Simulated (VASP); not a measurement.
# AlN (P6_3/mmc) in VASP: notebook, part 2 of 2

VASP 6.6.1.

**5. Single point, PBE (volume 9.556 Å^3 an atom, c/a of the conventional cell 1.2638)**

File INCAR:

```
SYSTEM = AlN
PREC     = Accurate       ! precision mode
ENCUT    = 520            ! plane-wave cutoff, eV
EDIFF    = 1E-6           ! SCF threshold, eV
ISMEAR   = 0              ! smearing method
SIGMA    = 0.05           ! smearing width, eV
LREAL    = .FALSE.        ! projectors in reciprocal space
LASPH    = .TRUE.         ! aspherical terms in the spheres
NELM     = 60             ! most SCF steps
ALGO     = Normal         ! electronic algorithm
ISIF     = 2              ! what is computed and relaxed
LWAVE    = .FALSE.        ! write WAVECAR
LCHARG   = .FALSE.        ! write CHGCAR
GGA      = PE             ! functional
NBANDS   = 16             ! bands
```

File KPOINTS:

```
Automatic mesh
0
G
  9 9 6
  0 0 0
```

File POSCAR:

```
AlN
1.0
    3.2687010029      0.0000000000      0.0000000000
   -1.6343505015      2.8307781059      0.0000000000
    0.0000000000      0.0000000000      4.1309991741
Al N
2 2
Direct
    0.3333333333      0.6666666667      0.7500000000
    0.6666666667      0.3333333333      0.2500000000
    0.3333333333      0.6666666667      0.2500000000
    0.6666666667      0.3333333333      0.7500000000
```

Potentials or basis: VASP PAW PBE potentials, release 64 (Al, N).

Launch:

```bash
cat potpaw_PBE.64/Al/POTCAR potpaw_PBE.64/N/POTCAR > POTCAR
mpirun -np 1 vasp_std > vasp.out
```

OUTCAR:

```text
SYSTEM = AlN
   PREC = Accurate
   ENCUT = 520
   EDIFF = 1E-6
   ISMEAR = 0
   LREAL = .FALSE.
   LASPH = .TRUE.
   NELM = 60
   ISIF = 2
   GGA = PE

 ion  position               nearest neighbor table
   1  0.333  0.667  0.750-   4 1.89   4 1.89   4 1.89   3 2.07   3 2.07   2 2.80   2 2.80   2 2.80
                             2 2.80   2 2.80   2 2.80
   2  0.667  0.333  0.250-   3 1.89   3 1.89   3 1.89   4 2.07   4 2.07   1 2.80   1 2.80   1 2.80
                             1 2.80   1 2.80   1 2.80
   3  0.333  0.667  0.250-   2 1.89   2 1.89   2 1.89   1 2.07   1 2.07
   4  0.667  0.333  0.750-   1 1.89   1 1.89   1 1.89   2 2.07   2 2.07

  LATTYP: Found a hexagonal cell.
 ALAT       =     3.2687010029
 C/A-ratio  =     1.2638045421

  Lattice vectors:

 A1 = (   3.2687010029,   0.0000000000,   0.0000000000)
 A2 = (  -1.6343505015,   2.8307781059,   0.0000000000)
 A3 = (   0.0000000000,   0.0000000000,   4.1309991741)

Analysis of symmetry for initial positions (statically):
[... 10 lines left out ...]

The static configuration has the point symmetry D_3d.
 The point group associated with its full space group is D_6h.

Analysis of symmetry for dynamics (positions and initial velocities):
[... 10 lines left out ...]

The dynamic configuration has the point symmetry D_3d.
 The point group associated with its full space group is D_6h.

 Subroutine INISYM returns: Found 24 space group operations
[... 5 lines left out ...]
                                     Primitive cell

  volume of cell :      38.2240

  direct lattice vectors                    reciprocal lattice vectors
     3.268701003  0.000000000  0.000000000     0.305931928  0.176629881  0.000000000
    -1.634350501  2.830778106  0.000000000     0.000000000  0.353259762  0.000000000
     0.000000000  0.000000000  4.130999174     0.000000000  0.000000000  0.242072186

  length of vectors
     3.268701003  3.268701003  4.130999174     0.353259762  0.353259762  0.242072186

  position of ions in fractional coordinates (direct lattice)
     0.333333333  0.666666667  0.750000000
     0.666666667  0.333333333  0.250000000
     0.333333333  0.666666667  0.250000000
     0.666666667  0.333333333  0.750000000
[... 94 lines left out ...]
   ISMEAR =     0;   SIGMA  =   0.05  broadening in eV -4-tet -1-fermi 0-gaus
   EFERMI_NEDOS =   21; number of points for ismear=-14 and -15
   IALGO  =     38    algorithm
   IMIX   =      4    mixing-type and parameters
     AMIX     =   0.40;   BMIX     =  1.00
     AMIX_MAG =   1.60;   BMIX_MAG =  1.00
  volume/ion in A,a.u.               =       9.56        64.49
  Fermi-wavevector in a.u.,A,eV,Ry     =   1.224624  2.314204 20.404712  1.499704
  Thomas-Fermi vector in A             =   2.359692
   LORBIT       =      0    0 simple, 1 ext, 2 COOP (PROOUT), +10 PAW based schemes
   GGA     = PE    functional components
   LHFCALC =     F    Hartree Fock is set to
   AEXX    =    0.0000 exact exchange contribution
   IVDW    =     0    specifies the selected vdW correction
   LEPSILON=     F    determine dielectric tensor
   LRPA    =     F    only Hartree local field effects (RPA)
 non-spin polarized calculation
 Gauss-broadening in eV      SIGMA  =   0.05
  energy-cutoff  :      520.00
  volume of cell :       38.22
 maximum number of plane-waves:      1059
   NGX = 13   NGY = 13   NGZ = 15

 number of electron      16.0000002 magnetization

 Free energy of the ion-electron system (eV)
  ---------------------------------------------------
  ext. energy  EPLUGINS =         0.00000000
  ---------------------------------------------------
  free energy    TOTEN  =       -29.27593056 eV

  energy without entropy =      -29.27593056  energy(sigma->0) =      -29.27593056

 E-fermi :   8.6863     XC(G=0): -11.3388

 val. band max:        8.4066937296   @ k =   0.0000   0.0000   0.0000
 cond. band min:      11.9775294244   @ k =   0.0000   0.0000   0.0000
 fundamental gap:      3.5708356948
 Fermi energy:         8.6863004503

 k-point     1 :       0.0000    0.0000    0.0000
  band No.  band energies     occupation
      1      -8.6937      2.00000
      2      -4.8716      2.00000
      3       1.2970      2.00000
      4       5.0211      2.00000
      5       5.0211      2.00000
      6       6.7224      2.00000
[... 433 lines left out ...]
      3       1.6537      2.00000
      4       2.7181      2.00000
      5       2.7181      2.00000
      6       5.2821      2.00000
[... 8 lines left out ...]
     15      19.8413      0.00000
     16      21.8795      0.00000

 [... further k-points ...]
[... 5 lines left out ...]
  --------------------------------------------------------------------------------------
  -------------------------------------------------------------------------------------
  Total        2.2773126      2.2773126      1.8727999     -0.0000000      0.0000000      0.0000000
  in kB       95.4546510     95.4546510     78.4993087     -0.0000000      0.0000000      0.0000000
  external PRESSURE =      89.8028702 kB  Pullay stress =       0.0000000 kB

 VOLUME and BASIS-vectors are now :
 -----------------------------------------------------------------------------
  energy-cutoff  :      520.00
  volume of cell :       38.22
      direct lattice vectors                 reciprocal lattice vectors
     3.268701003  0.000000000  0.000000000     0.305931928  0.176629881  0.000000000
    -1.634350501  2.830778106  0.000000000     0.000000000  0.353259762  0.000000000
     0.000000000  0.000000000  4.130999174     0.000000000  0.000000000  0.242072186

 POSITION                                       TOTAL-FORCE (eV/Angst)
 -----------------------------------------------------------------------------------
     -0.00000      1.88719      3.09825         0.000000      0.000000      0.000000
      1.63435      0.94359      1.03275        -0.000000     -0.000000      0.000000
     -0.00000      1.88719      1.03275        -0.000000     -0.000000      0.000000
      1.63435      0.94359      3.09825        -0.000000      0.000000      0.000000
 -----------------------------------------------------------------------------------
    total drift:                               -0.000000      0.000000     -0.000000

  FREE ENERGIE OF THE ION-ELECTRON SYSTEM (eV)
  ---------------------------------------------------
  free  energy   TOTEN  =       -29.2759305595 eV

  energy  without entropy=      -29.2759305595  energy(sigma->0) =      -29.27593056
```

stdout:

```text
POSCAR found type information on POSCAR AlN
 POSCAR found :  2 types and       4 ions
 scaLAPACK will be used
 LDA part: xc-table for (Slater+PW92), standard interpolation
 POSCAR, INCAR and KPOINTS ok, starting setup
 FFT: planning ... GRIDC
 FFT: planning ... GRID_SOFT
 FFT: planning ... GRID
 WAVECAR not read
 entering main loop
```

Run time: 15 s. Hardware: 1 thread of Intel Xeon Platinum 8488C (Sapphire Rapids), shared host; peak memory 0.15 GiB.

Results:

```yaml
Free_energy: -29.2759 eV
Pressure: 9.0 GPa
Band_gap_on_the_k_mesh: 3.57 eV, direct
```

 A k mesh can miss the band edges.

**6. Single point, PBE (volume 9.556 Å^3 an atom, c/a of the conventional cell 1.1980)**

File INCAR:

```
PREC = Accurate
ENCUT = 520
EDIFF = 1E-6
ISMEAR = 0
SIGMA = 0.05
LREAL = False
LASPH = True
NELM = 100
ALGO = Normal
ISIF = 2
LWAVE = False
LCHARG = True
GGA = PE
LELF = True
LVHAR = True
NBANDS = 16
```

File KPOINTS:

```
regular mesh
0
Gamma
  9 9 6
```

File POSCAR:

```
AlN
1.0
    3.3274859283      0.0000000000      0.0000000000
   -1.6637429642      2.8816873446      0.0000000000
    0.0000000000      0.0000000000      3.9863281421
Al N
2 2
Direct
    0.3333333333      0.6666666667      0.7500000000
    0.6666666667      0.3333333333      0.2500000000
    0.3333333333      0.6666666667      0.2500000000
    0.6666666667      0.3333333333      0.7500000000
```

Potentials or basis: VASP PAW PBE potentials, release 64 (Al, N).

Launch:

```bash
cat potpaw_PBE.64/Al/POTCAR potpaw_PBE.64/N/POTCAR > POTCAR
mpirun -np 1 vasp_std > vasp.out
```

OUTCAR:

```text
PREC = Accurate
   ENCUT = 520
   EDIFF = 1E-6
   ISMEAR = 0
   LREAL = False
   LASPH = True
   NELM = 100
   ISIF = 2
   GGA = PE

 ion  position               nearest neighbor table
   1  0.333  0.667  0.750-   4 1.92   4 1.92   4 1.92   3 1.99   3 1.99   2 2.77   2 2.77   2 2.77
                             2 2.77   2 2.77   2 2.77
   2  0.667  0.333  0.250-   3 1.92   3 1.92   3 1.92   4 1.99   4 1.99   1 2.77   1 2.77   1 2.77
                             1 2.77   1 2.77   1 2.77
   3  0.333  0.667  0.250-   2 1.92   2 1.92   2 1.92   1 1.99   1 1.99
   4  0.667  0.333  0.750-   1 1.92   1 1.92   1 1.92   2 1.99   2 1.99

  LATTYP: Found a hexagonal cell.
 ALAT       =     3.3274859283
 C/A-ratio  =     1.1980000000

  Lattice vectors:

 A1 = (   3.3274859283,   0.0000000000,   0.0000000000)
 A2 = (  -1.6637429642,   2.8816873446,   0.0000000000)
 A3 = (   0.0000000000,   0.0000000000,   3.9863281421)

Analysis of symmetry for initial positions (statically):
[... 10 lines left out ...]

The static configuration has the point symmetry D_3d.
 The point group associated with its full space group is D_6h.

Analysis of symmetry for dynamics (positions and initial velocities):
[... 10 lines left out ...]

The dynamic configuration has the point symmetry D_3d.
 The point group associated with its full space group is D_6h.

 Subroutine INISYM returns: Found 24 space group operations
[... 5 lines left out ...]
                                     Primitive cell

  volume of cell :      38.2240

  direct lattice vectors                    reciprocal lattice vectors
     3.327485928  0.000000000  0.000000000     0.300527191  0.173509455  0.000000000
    -1.663742964  2.881687345  0.000000000     0.000000000  0.347018910  0.000000000
     0.000000000  0.000000000  3.986328142     0.000000000  0.000000000  0.250857422

  length of vectors
     3.327485928  3.327485928  3.986328142     0.347018910  0.347018910  0.250857422

  position of ions in fractional coordinates (direct lattice)
     0.333333333  0.666666667  0.750000000
     0.666666667  0.333333333  0.250000000
     0.333333333  0.666666667  0.250000000
     0.666666667  0.333333333  0.750000000

[... 93 lines left out ...]
   ISMEAR =     0;   SIGMA  =   0.05  broadening in eV -4-tet -1-fermi 0-gaus
   EFERMI_NEDOS =   21; number of points for ismear=-14 and -15
   IALGO  =     38    algorithm
   IMIX   =      4    mixing-type and parameters
     AMIX     =   0.40;   BMIX     =  1.00
     AMIX_MAG =   1.60;   BMIX_MAG =  1.00
  volume/ion in A,a.u.               =       9.56        64.49
  Fermi-wavevector in a.u.,A,eV,Ry     =   1.224624  2.314204 20.404712  1.499704
  Thomas-Fermi vector in A             =   2.359692
   LORBIT       =      0    0 simple, 1 ext, 2 COOP (PROOUT), +10 PAW based schemes
   GGA     = PE    functional components
   LHFCALC =     F    Hartree Fock is set to
   AEXX    =    0.0000 exact exchange contribution
   IVDW    =     0    specifies the selected vdW correction
   LEPSILON=     F    determine dielectric tensor
   LRPA    =     F    only Hartree local field effects (RPA)
 non-spin polarized calculation
 Gauss-broadening in eV      SIGMA  =   0.05
  energy-cutoff  :      520.00
  volume of cell :       38.22
 maximum number of plane-waves:      1044
 NGX is ok and might be reduce to    28
   NGX = 13   NGY = 13   NGZ = 15

 number of electron      15.9999998 magnetization

 Free energy of the ion-electron system (eV)
  ---------------------------------------------------
  ext. energy  EPLUGINS =         0.00000000
  ---------------------------------------------------
  free energy    TOTEN  =       -29.23498076 eV

  energy without entropy =      -29.23498076  energy(sigma->0) =      -29.23498076

 E-fermi :   8.4426     XC(G=0): -11.3277

 val. band max:        8.1526023474   @ k =   0.0000   0.0000   0.0000
 cond. band min:      11.8557208177   @ k =   0.0000   0.0000   0.0000
 fundamental gap:      3.7031184703
 Fermi energy:         8.4426270152

 k-point     1 :       0.0000    0.0000    0.0000
  band No.  band energies     occupation
      1      -8.7410      2.00000
      2      -4.6434      2.00000
      3       1.3978      2.00000
      4       4.8219      2.00000
      5       4.8219      2.00000
      6       6.8028      2.00000
[... 433 lines left out ...]
      3       1.5998      2.00000
      4       2.7089      2.00000
      5       2.7089      2.00000
      6       5.6254      2.00000
[... 8 lines left out ...]
     15      20.0134      0.00000
     16      22.0925      0.00000

 [... further k-points ...]
[... 5 lines left out ...]
  --------------------------------------------------------------------------------------
  -------------------------------------------------------------------------------------
  Total        1.1060701      1.1060701      3.8730833     -0.0000000      0.0000000      0.0000000
  in kB       46.3614579     46.3614579    162.3421498     -0.0000000      0.0000000      0.0000000
  external PRESSURE =      85.0216885 kB  Pullay stress =       0.0000000 kB

 VOLUME and BASIS-vectors are now :
 -----------------------------------------------------------------------------
  energy-cutoff  :      520.00
  volume of cell :       38.22
      direct lattice vectors                 reciprocal lattice vectors
     3.327485928  0.000000000  0.000000000     0.300527191  0.173509455  0.000000000
    -1.663742964  2.881687345  0.000000000     0.000000000  0.347018910  0.000000000
     0.000000000  0.000000000  3.986328142     0.000000000  0.000000000  0.250857422

 POSITION                                       TOTAL-FORCE (eV/Angst)
 -----------------------------------------------------------------------------------
     -0.00000      1.92112      2.98975         0.000000     -0.000000      0.000000
      1.66374      0.96056      0.99658         0.000000     -0.000000      0.000000
     -0.00000      1.92112      0.99658        -0.000000      0.000000      0.000000
      1.66374      0.96056      2.98975         0.000000      0.000000      0.000000
 -----------------------------------------------------------------------------------
    total drift:                                0.000000     -0.000000      0.000000

  FREE ENERGIE OF THE ION-ELECTRON SYSTEM (eV)
  ---------------------------------------------------
  free  energy   TOTEN  =       -29.2349807634 eV

  energy  without entropy=      -29.2349807634  energy(sigma->0) =      -29.23498076
```

Wall time 27 s (1 thread of Intel Xeon Platinum 8488C (Sapphire Rapids), shared host); peak memory 0.16 GiB.

Results:

```yaml
Free_energy: -29.2350 eV
Pressure: 8.5 GPa
Band_gap_on_the_k_mesh: 3.70 eV, direct
```

Stress tensor (GPa, compression positive):
```
 4.64  0.00  0.00
 0.00  4.64  0.00
 0.00  0.00 16.23
```

Levels at points of the mesh, in eV from the valence-band top:
| k point | band 6 | band 7 | band 8 | band 9 | band 10 | band 11 |
| --- | --- | --- | --- | --- | --- | --- |
| (0.00, 0.00, 0.00) | -1.35 | -1.35 | 0.00 | 3.70 | 4.78 | 8.41 |
| (0.00, 0.00, 0.50) | -2.39 | -2.39 | -2.39 | 6.08 | 6.08 | 8.48 |

 A k mesh can miss the band edges.

**7. Summary**

| cell | gap on the mesh (eV) | pressure (GPa) |
| --- | --- | --- |
| a = 3.357, b = 3.357, c = 3.916 Å, angles 90.0, 90.0, 120.0°, 4 atoms | 3.77 | 9.2 |
| a = 3.298, b = 3.298, c = 4.058 Å, angles 90.0, 90.0, 120.0°, 4 atoms | 3.64 | 8.4 |
| a = 3.183, b = 3.183, c = 4.358 Å, angles 90.0, 90.0, 120.0°, 4 atoms | 3.42 | 13.9 |
| a = 3.269, b = 3.269, c = 4.131 Å, angles 90.0, 90.0, 120.0°, 4 atoms | 3.57 | 9.0 |
| a = 3.327, b = 3.327, c = 3.986 Å, angles 90.0, 90.0, 120.0°, 4 atoms | 3.70 | 8.5 |

Alike in all rows: task single point; level PBE; potentials or basis VASP PAW PBE potentials, release 64 (Al, N); no spin polarisation; k mesh 9 × 9 × 6; cutoff (eV) 520; smearing gaussian 0.05 eV.

Absolute energies hang on the potentials; compare differences alone.
